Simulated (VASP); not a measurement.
Wanted: the native input for a VASP 6.6.1 run.

| Item | Value |
| --- | --- |
| Task | single point |
| Functional | LDA |
| Potentials or basis | VASP PAW LDA potentials, release 64 (Ca_sv) |
| Cutoff | 520 eV |
| k mesh | 10 × 10 × 10 |
| Occupations | methfessel-paxton, width 1 eV |
| Spin | no spin polarisation |
| Dipole correction | no |
| Further INCAR settings | ALGO = Normal; EDIFF = 1e-07; NBANDS = 11 |

The structure of Ca lies in POSCAR:

```
Ca
1.0
    0.0000000000      2.6714532750      2.6714532750
    2.6714532750      0.0000000000      2.6714532750
    2.6714532750      2.6714532750      0.0000000000
Ca
1
Direct
    0.0000000000      0.0000000000      0.0000000000
```

These files were run (other wordings do the same):

INCAR

```
PREC = Accurate ; ENCUT = 520
EDIFF = 1E-7 ; ISMEAR = 1
SIGMA = 1.0 ; LREAL = F
LASPH = T ; NELM = 60
ALGO = Normal ; ISIF = 2
LWAVE = F ; LCHARG = F
NBANDS = 11
```

KPOINTS

```
regular mesh
0
Gamma
  10 10 10
```

Potentials or basis: VASP PAW LDA potentials, release 64 (Ca_sv).

The run is started by

```sh
$ cat potpaw_LDA.64/Ca_sv/POTCAR > POTCAR
$ mpirun -np 1 vasp_std > vasp.out
```

It gave:

```json
{"Pressure": "0.0 GPa", "Band gap on the k mesh": "zero (band 5 reaches 2.26 eV, above the bottom of band 6 at 2.17 eV)"}
```

Run time: 12 s on 1 thread of Intel(R) Xeon(R) Platinum 8259CL CPU @ 2.50GHz (Skylake/Cascade Lake), on a shared host, peak memory 0.15 GiB.
